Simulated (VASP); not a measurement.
# SnSe2 (Cm) in VASP: a series of runs

The runs below take SnSe2 through single point, with PBE.

Program: VASP 6.6.1. These are calculated values, not measurements. Logs are shortened: lines on timing, memory, paths and dates and some standing lists are left out, and cuts for length are marked.

## 1. The cell of the first run

Symmetry: Cm, No. 8, monoclinic system. Conventional cell: a = 6.706 Å, b = 3.872 Å, c = 6.988 Å, α = 90.00°, β = 90.00°, γ = 90.00°. Sn (site symmetry m) has 6 Se at 2.72 to 2.77 Å within 3.6 Å. Within 3.6 Å of Se (site symmetry m) lie 3 Sn at 2.72 to 2.75 Å. Within 3.6 Å of Se (site symmetry m) lie 3 Sn at 2.75 to 2.77 Å.

## 2. Single point, PBE

Contents of INCAR:

```
  PREC = Accurate
  ENCUT = 520
  EDIFF = 1E-7
  ISMEAR = 0
  SIGMA = 0.05
  LREAL = F
  LASPH = T
  NELM = 80
  ALGO = Normal
  ISIF = 2
  LWAVE = F
  LCHARG = F
  GGA = PE
  NBANDS = 20
```

Contents of KPOINTS:

```
regular mesh
0
Gamma
  12 12 4
```

Contents of POSCAR:

```
SnSe2
1.0
    3.8717468171      0.0000000000      0.0000000000
   -1.9358734086      3.3530311007      0.0000000000
    0.0000000000      0.0000000000      6.9880221146
Sn Se
1 2
Direct
    0.0000000000      0.0000000000      0.0000000000
    0.3302982386      0.6605964772      0.2260719454
    0.6636315719      0.3272631438      0.7697733260
```

Potentials or basis: VASP PAW PBE potentials, release 64 (Sn_d, Se).

Command:

```bash
cat potpaw_PBE.64/Sn_d/POTCAR potpaw_PBE.64/Se/POTCAR > POTCAR
mpirun -np 1 vasp_std > vasp.out
```

OUTCAR:

```text
PREC = Accurate
   ENCUT = 520
   EDIFF = 1E-7
   ISMEAR = 0
   LREAL = F
   LASPH = T
   NELM = 80
   ISIF = 2
   GGA = PE

 ion  position               nearest neighbor table
   1  0.000  0.000  0.000-   2 2.72   2 2.75   2 2.75   3 2.75   3 2.75   3 2.77
   2  0.330  0.661  0.226-   1 2.72   1 2.75   1 2.75
   3  0.664  0.327  0.770-   1 2.75   1 2.75   1 2.77

  LATTYP: Found a hexagonal cell.
 ALAT       =     3.8717468171
 C/A-ratio  =     1.8048757950

  Lattice vectors:

 A1 = (   3.8717468171,   0.0000000000,   0.0000000000)
 A2 = (  -1.9358734086,   3.3530311007,   0.0000000000)
 A3 = (   0.0000000000,   0.0000000000,   6.9880221146)

Analysis of symmetry for initial positions (statically):
=====================================================================
 Subroutine PRICEL returns:
 Original cell was already a primitive cell.

 Routine SETGRP: Setting up the symmetry group for a
 hexagonal supercell.

 Subroutine GETGRP returns: Found  2 space group operations
 (whereof  2 operations were pure point group operations)
 out of a pool of 24 trial point group operations.

The static configuration has the point symmetry C_1h.

Analysis of symmetry for dynamics (positions and initial velocities):
=====================================================================
 Subroutine PRICEL returns:
 Original cell was already a primitive cell.

 Routine SETGRP: Setting up the symmetry group for a
 hexagonal supercell.

 Subroutine GETGRP returns: Found  2 space group operations
 (whereof  2 operations were pure point group operations)
 out of a pool of 24 trial point group operations.

The dynamic configuration has the point symmetry C_1h.

 Subroutine INISYM returns: Found  2 space group operations
 (whereof  2 operations are pure point group operations),
 and found     1 'primitive' translations

----------------------------------------------------------------------------------------

                                     Primitive cell

  volume of cell :      90.7191

  direct lattice vectors                    reciprocal lattice vectors
     3.871746817  0.000000000  0.000000000     0.258281351  0.149118808  0.000000000
    -1.935873409  3.353031101  0.000000000     0.000000000  0.298237615  0.000000000
     0.000000000  0.000000000  6.988022115     0.000000000  0.000000000  0.143102008

  length of vectors
     3.871746817  3.871746817  6.988022115     0.298237615  0.298237615  0.143102008

  position of ions in fractional coordinates (direct lattice)
     0.000000000  0.000000000  0.000000000
     0.330298239  0.660596477  0.226071945
     0.663631572  0.327263144  0.769773326

  ion indices of the primitive-cell ions
   primitive index   ion index
                 1           1
                 2           2
                 3           3

----------------------------------------------------------------------------------------

 KPOINTS: regular mesh

Automatic generation of k-mesh.
 Grid dimensions read from file:
 generate k-points for:   12   12    4

 Generating k-lattice:

  Cartesian coordinates                     Fractional coordinates (reciprocal lattice)
     0.021523446  0.012426567  0.000000000     0.083333333  0.000000000  0.000000000
     0.000000000  0.024853135  0.000000000     0.000000000  0.083333333  0.000000000
     0.000000000  0.000000000  0.035775502     0.000000000  0.000000000  0.250000000

  Length of vectors
     0.024853135  0.024853135  0.035775502

  Shift w.r.t. Gamma in fractional coordinates (k-lattice)
     0.000000000  0.000000000  0.000000000

 Subroutine IBZKPT returns following result:
 ===========================================

 Found    164 irreducible k-points:

 Following reciprocal coordinates:
            Coordinates               Weight
  0.000000  0.000000  0.000000      1.000000
  0.083333  0.000000  0.000000      4.000000
  0.000000  0.083333  0.000000      2.000000
  0.166667 -0.000000  0.000000      4.000000
  0.000000  0.166667  0.000000      2.000000
  0.250000  0.000000  0.000000      4.000000
[... 16 lines left out ...]
 -0.083333  0.416667  0.000000      4.000000
 -0.416667  0.333333  0.000000      4.000000
 [... further k-points ...]
   k-points           NKPTS =    164   k-points in BZ     NKDIM =    164   number of bands    NBANDS=     20
   number of dos      NEDOS =    301   number of ions     NIONS =      3
   total plane-waves  NPLWV =  48600
   dimension x,y,z NGX =    30 NGY =   30 NGZ =   54
   dimension x,y,z NGXF=    60 NGYF=   60 NGZF=  108
   ions per type =               1   2
   NGX,Y,Z   is equivalent  to a cutoff of  12.88, 12.88, 12.85 a.u.
   NGXF,Y,Z  is equivalent  to a cutoff of  25.76, 25.76, 25.69 a.u.
 SYSTEM =  unknown system
   PREC   = accura    normal or accurate (medium, high low for compatibility)
   ISTART =      0    job   : 0-new  1-cont  2-samecut
   ICHARG =      2    charge: 1-file 2-atom 10-const
   ISPIN  =      1    spin polarized calculation?
   LNONCOLLINEAR =      F non collinear calculations
   LSORBIT =      F    spin-orbit coupling
   LASPH  =      T    aspherical Exc in radial PAW
   ENCUT  =  520.0 eV  38.22 Ry    6.18 a.u.   7.20  7.20 12.99*2*pi/ulx,y,z
   NELM   =     80;   NELMIN=  2; NELMDL= -5     # of ELM steps
   EDIFF  = 0.1E-06   stopping-criterion for ELM
   LREAL  =      F    real-space projection
   EDIFFG = 0.1E-05   stopping-criterion for IOM
   NSW    =      0    number of steps for IOM
   IBRION =     -1    ionic relax: 0-MD 1-quasi-New 2-CG
   NFREE  =      0    steps in history (QN), initial steepest desc. (CG)
   ISIF   =      2    stress and relaxation
   ISYM   =      2    0-nonsym 1-usesym 2-fastsym
   POTIM  = 0.5000    time-step for ionic-motion
   TEBEG  =    0.0;   TEEND  =   0.0 temperature during run
   PSTRESS=    0.0 pullay stress
   NELECT =      26.0000    total number of electrons
   NUPDOWN=      -1.0000    fix difference up-down
   EMIN   =  10.00;   EMAX   =-10.00  energy-range for DOS
   EFERMI =   0.00;   METHOD = LEGACY
   ISMEAR =     0;   SIGMA  =   0.05  broadening in eV -4-tet -1-fermi 0-gaus
   EFERMI_NEDOS =   21; number of points for ismear=-14 and -15
   IALGO  =     38    algorithm
   IMIX   =      4    mixing-type and parameters
     AMIX     =   0.40;   BMIX     =  1.00
     AMIX_MAG =   1.60;   BMIX_MAG =  1.00
  volume/ion in A,a.u.               =      30.24       204.07
  Fermi-wavevector in a.u.,A,eV,Ry     =   1.079360  2.039695 15.851034  1.165018
  Thomas-Fermi vector in A             =   2.215323
   LORBIT       =      0    0 simple, 1 ext, 2 COOP (PROOUT), +10 PAW based schemes
   GGA     = PE    functional components
   LHFCALC =     F    Hartree Fock is set to
   AEXX    =    0.0000 exact exchange contribution
   IVDW    =     0    specifies the selected vdW correction
   LEPSILON=     F    determine dielectric tensor
   LRPA    =     F    only Hartree local field effects (RPA)
 non-spin polarized calculation
 Gauss-broadening in eV      SIGMA  =   0.05
  energy-cutoff  :      520.00
  volume of cell :       90.72
 maximum number of plane-waves:      2464
 NGX is ok and might be reduce to    30
   NGX = 15   NGY = 15   NGZ = 25

 number of electron      25.9999992 magnetization

 Free energy of the ion-electron system (eV)
  ---------------------------------------------------
  ext. energy  EPLUGINS =         0.00000000
  ---------------------------------------------------
  free energy    TOTEN  =       -11.87197741 eV

  energy without entropy =      -11.87197741  energy(sigma->0) =      -11.87197741

 E-fermi :   2.8455     XC(G=0):  -8.5922

 val. band max:        2.5456227142   @ k =   0.1667  -0.0000   0.0000
 cond. band min:       3.2400001513   @ k =   0.5000   0.0000   0.5000
 fundamental gap:      0.6943774371
 Fermi energy:         2.8455146782

 k-point     1 :       0.0000    0.0000    0.0000
  band No.  band energies     occupation
      1     -18.5746      2.00000
      2     -18.5743      2.00000
      3     -18.5420      2.00000
      4     -18.5329      2.00000
      5     -18.5328      2.00000
      6     -10.8145      2.00000
[... 12 lines left out ...]
     19      11.4196      0.00000
     20      11.4448      0.00000

 k-point     2 :       0.0833    0.0000    0.0000
  band No.  band energies     occupation
      1     -18.5767      2.00000
      2     -18.5722      2.00000
      3     -18.5404      2.00000
      4     -18.5344      2.00000
      5     -18.5327      2.00000
      6     -10.7513      2.00000
[... 12 lines left out ...]
     19      10.7730      0.00000
     20      11.4566      0.00000

 k-point     3 :       0.0000    0.0833    0.0000
  band No.  band energies     occupation
      1     -18.5768      2.00000
      2     -18.5720      2.00000
      3     -18.5404      2.00000
      4     -18.5344      2.00000
      5     -18.5327      2.00000
      6     -10.7513      2.00000
[... 12 lines left out ...]
     19      10.7717      0.00000
     20      11.4561      0.00000

 k-point     4 :       0.1667   -0.0000    0.0000
  band No.  band energies     occupation
      1     -18.5835      2.00000
      2     -18.5664      2.00000
      3     -18.5394      2.00000
      4     -18.5346      2.00000
      5     -18.5319      2.00000
      6     -10.5667      2.00000
[... 12 lines left out ...]
     19      10.7026      0.00000
     20      11.2220      0.00000

 k-point     5 :       0.0000    0.1667    0.0000
  band No.  band energies     occupation
      1     -18.5837      2.00000
      2     -18.5662      2.00000
      3     -18.5394      2.00000
      4     -18.5346      2.00000
      5     -18.5319      2.00000
      6     -10.5665      2.00000
[... 12 lines left out ...]
     19      10.7023      0.00000
     20      11.2215      0.00000
[... 353 lines left out ...]
      6     -10.0645      2.00000
[... 12 lines left out ...]
     19      10.7148      0.00000
     20      11.2427      0.00000

 k-point    22 :       0.3333    0.0833    0.0000
  band No.  band energies     occupation
      1     -18.6078      2.00000
      2     -18.5580      2.00000
      3     -18.5489      2.00000
      4     -18.5235      2.00000
      5     -18.5157      2.00000
      6      -9.7030      2.00000
[... 12 lines left out ...]
     19      11.0334      0.00000
     20      11.7629      0.00000

 k-point    23 :      -0.0833    0.4167    0.0000
  band No.  band energies     occupation
      1     -18.6080      2.00000
      2     -18.5578      2.00000
      3     -18.5489      2.00000
      4     -18.5236      2.00000
      5     -18.5158      2.00000
      6      -9.7018      2.00000
[... 12 lines left out ...]
     19      11.0331      0.00000
     20      11.7622      0.00000

 k-point    24 :      -0.4167    0.3333    0.0000
  band No.  band energies     occupation
      1     -18.6077      2.00000
      2     -18.5580      2.00000
      3     -18.5489      2.00000
      4     -18.5236      2.00000
      5     -18.5157      2.00000
      6      -9.7033      2.00000
[... 12 lines left out ...]
     19      11.0333      0.00000
     20      11.7619      0.00000

 [... further k-points ...]

------------------------ aborting loop because EDIFF is reached ----------------------------------------

  FORCE on cell =-STRESS in cart. coord.  units (eV):
  Direction    XX          YY          ZZ          XY          YZ          ZX
  --------------------------------------------------------------------------------------
  -------------------------------------------------------------------------------------
  Total        0.0293983      0.0467762      0.0514352     -0.0000000      0.0124209     -0.0000000
  in kB        0.5191998      0.8261083      0.9083891     -0.0000000      0.2193632     -0.0000000
  external PRESSURE =       0.7512324 kB  Pullay stress =       0.0000000 kB

 VOLUME and BASIS-vectors are now :
 -----------------------------------------------------------------------------
  energy-cutoff  :      520.00
  volume of cell :       90.72
      direct lattice vectors                 reciprocal lattice vectors
     3.871746817  0.000000000  0.000000000     0.258281351  0.149118808  0.000000000
    -1.935873409  3.353031101  0.000000000     0.000000000  0.298237615  0.000000000
     0.000000000  0.000000000  6.988022115     0.000000000  0.000000000  0.143102008

 POSITION                                       TOTAL-FORCE (eV/Angst)
 -----------------------------------------------------------------------------------
      0.00000      0.00000      0.00000         0.000000     -0.096236     -0.212734
     -0.00000      2.21500      1.57980        -0.000000      0.052441      0.124530
      1.93587      1.09732      5.37919        -0.000000      0.043795      0.088204
 -----------------------------------------------------------------------------------
    total drift:                                0.000000     -0.000128     -0.000101

  FREE ENERGIE OF THE ION-ELECTRON SYSTEM (eV)
  ---------------------------------------------------
  free  energy   TOTEN  =       -11.8719774055 eV

  energy  without entropy=      -11.8719774055  energy(sigma->0) =      -11.87197741
```

Wall time 2.8 min (1 thread of Intel Xeon 6975P-C (Granite Rapids), shared host); peak memory 0.42 GiB.

What came out:

| Property | Result |
| --- | --- |
| Free energy | -11.8720 eV |
| Pressure | 0.1 GPa |
| Largest force | 0.233 eV/Å |
| Band gap on the k mesh | 0.69 eV (least direct gap 1.08 eV) |

Forces in eV/Å, atoms in the order of the input:
```
Sn   0.000 -0.096 -0.213
Se   0.000  0.052  0.125
Se   0.000  0.044  0.088
```

Caveat: the cell differs from its parent crystal (all Se atoms moved +0.025 Å, as atom 2 towards its neighbour atom 1 (Sn) at 2.746 Å); semilocal functionals underestimate gaps, and a narrow one can read as zero; spin-orbit coupling is left out, which moves the levels of the heavy elements; this functional lacks dispersion, which binds layers or chains, so the pressure and a relaxed spacing across them are unreliable.

## 3. Single point, PBE

Contents of INCAR:

```
PREC = Accurate ; ENCUT = 520
EDIFF = 1E-6 ; ISMEAR = 0
SIGMA = 0.05 ; LREAL = F
LASPH = T ; NELM = 80
ALGO = Normal ; ISIF = 2
LWAVE = F ; LCHARG = F
GGA = PE ; NBANDS = 20
```

KPOINTS is that of step 2.

Contents of POSCAR:

```
SnSe2
1.0
    3.8717468171      0.0000000000      0.0000000000
   -1.9358734086      3.3530311007      0.0000000000
    0.0000000000      0.0000000000      6.9880221146
Sn Se
1 2
Direct
    0.0000000000      0.0000000000      0.0000000000
    0.3227105017      0.6454210034      0.2208785346
    0.6560438350      0.3120876700      0.7645799152
```

Potentials or basis: VASP PAW PBE potentials, release 64 (Sn_d, Se).

Command:

```bash
cat potpaw_PBE.64/Sn_d/POTCAR potpaw_PBE.64/Se/POTCAR > POTCAR
mpirun -np 1 vasp_std > vasp.out
```

Wall time 2.6 min (1 thread of Intel Xeon 6975P-C (Granite Rapids), shared host); peak memory 0.43 GiB.

The run converged. Its results:

```
Free energy            : -11.8433 eV
Pressure               : 0.2 GPa
Largest force          : 0.827 eV/Å
Band gap on the k mesh : 0.62 eV (least direct gap 1.02 eV)
```

Forces in eV/Å, atoms in the order of the input:
```
Sn   0.000 -0.347 -0.751
Se   0.000  0.227  0.424
Se   0.000  0.120  0.327
```

Stress tensor (GPa, compression positive):
```
0.03 0.00 0.00
0.00 0.41 0.27
0.00 0.27 0.19
```

Levels at points of the mesh, in eV from the valence-band top:
| k point | band 10 | band 11 | band 12 | band 13 | band 14 | band 15 | band 16 | band 17 |
| --- | --- | --- | --- | --- | --- | --- | --- | --- |
| (0.00, 0.00, 0.00) | -0.59 | -0.56 | -0.17 | -0.02 | 1.00 | 3.02 | 4.49 | 4.53 |
| (0.50, 0.00, 0.00) | -2.46 | -2.28 | -0.86 | -0.32 | 0.84 | 3.80 | 5.42 | 5.72 |
| (0.00, 0.50, 0.00) | -2.46 | -2.27 | -0.86 | -0.33 | 0.86 | 3.82 | 5.49 | 5.61 |
| (0.00, 0.00, 0.50) | -0.73 | -0.58 | -0.14 | 0.00 | 1.87 | 2.96 | 4.42 | 4.47 |
| (0.50, 0.00, 0.50) | -2.25 | -2.11 | -0.70 | -0.42 | 0.62 | 4.11 | 4.83 | 5.57 |
| (0.00, 0.50, 0.50) | -2.23 | -2.12 | -0.70 | -0.44 | 0.63 | 4.13 | 4.86 | 5.68 |

Caveat: the cell differs from its parent crystal (all Se atoms moved +0.087 Å, as atom 2 towards its neighbour atom 1 (Sn) at 2.746 Å); semilocal functionals underestimate gaps, and a narrow one can read as zero; spin-orbit coupling is left out, which moves the levels of the heavy elements; this functional lacks dispersion, which binds layers or chains, so the pressure and a relaxed spacing across them are unreliable.

## 4. Single point, PBE

Contents of INCAR:

```
PREC = Accurate
ENCUT = 520
EDIFF = 1E-6
ISMEAR = 0
SIGMA = 0.05
LREAL = F
LASPH = T
NELM = 100
ALGO = Normal
ISIF = 2
LWAVE = F
LCHARG = F
GGA = PE
NBANDS = 20
```

KPOINTS is that of step 3.

Contents of POSCAR:

```
SnSe2
1.0
    3.8717468171      0.0000000000      0.0000000000
   -1.9358734086      3.3530311007      0.0000000000
    0.0000000000      0.0000000000      6.9880221146
Sn Se
1 2
Direct
    0.0000000000      0.0000000000      0.0000000000
    0.3257455964      0.6514911929      0.2229558989
    0.6590789298      0.3181578595      0.7666572795
```

Command:

```bash
cat potpaw_PBE.64/Sn_d/POTCAR potpaw_PBE.64/Se/POTCAR > POTCAR
mpirun -np 1 vasp_std > vasp.out
```

Wall time 2.7 min (1 thread of Intel Xeon 6975P-C (Granite Rapids), shared host); peak memory 0.41 GiB.

Results (log left out):

* Free energy: -11.8587 eV
* Pressure: 0.1 GPa
* Largest force: 0.587 eV/Å
* Band gap on the k mesh: 0.66 eV (least direct gap 1.06 eV)

Forces in eV/Å, atoms in the order of the input:
```
Sn   0.000 -0.244 -0.534
Se   0.000  0.149  0.299
Se   0.000  0.095  0.235
```

Stress tensor (GPa, compression positive):
```
0.04 0.00 0.00
0.00 0.23 0.14
0.00 0.14 0.14
```

Levels at points of the mesh, in eV from the valence-band top:
```tsv
k point	band 11	band 12	band 13	band 14	band 15	band 16
(0.00, 0.00, 0.00)	-0.51	-0.14	-0.05	1.05	3.05	4.54
(0.50, 0.00, 0.00)	-2.23	-0.82	-0.30	0.89	3.85	5.48
(0.00, 0.50, 0.00)	-2.23	-0.82	-0.30	0.90	3.86	5.53
(0.00, 0.00, 0.50)	-0.53	-0.11	-0.03	1.93	2.98	4.47
(0.50, 0.00, 0.50)	-2.08	-0.66	-0.40	0.66	4.16	4.87
(0.00, 0.50, 0.50)	-2.08	-0.66	-0.41	0.67	4.17	4.89
```

Caveat: the cell differs from its parent crystal (all Se atoms moved +0.062 Å, as atom 2 towards its neighbour atom 1 (Sn) at 2.746 Å); semilocal functionals underestimate gaps, and a narrow one can read as zero; spin-orbit coupling is left out, which moves the levels of the heavy elements; this functional lacks dispersion, which binds layers or chains, so the pressure and a relaxed spacing across them are unreliable. A k mesh can miss the band edges.

## 5. Overview

```tsv
cell	gap on the mesh (eV)	pressure (GPa)	largest force (eV/Å)
as given, atomic positions A	0.69	0.1	0.23
as given, atomic positions B	0.62	0.2	0.83
as given, atomic positions C	0.66	0.1	0.59
```

Alike in all rows: task single point; level PBE; potentials or basis VASP PAW PBE potentials, release 64 (Sn_d, Se); no spin polarisation; k mesh 12 × 12 × 4; cutoff (eV) 520; smearing gaussian 0.05 eV.

Caveats: semilocal functionals underestimate gaps, and a narrow one can read as zero; spin-orbit coupling is left out, which moves the levels of the heavy elements; this functional lacks dispersion, which binds layers or chains, so the pressure and a relaxed spacing across them are unreliable.

Absolute energies hang on the potentials; compare differences alone.
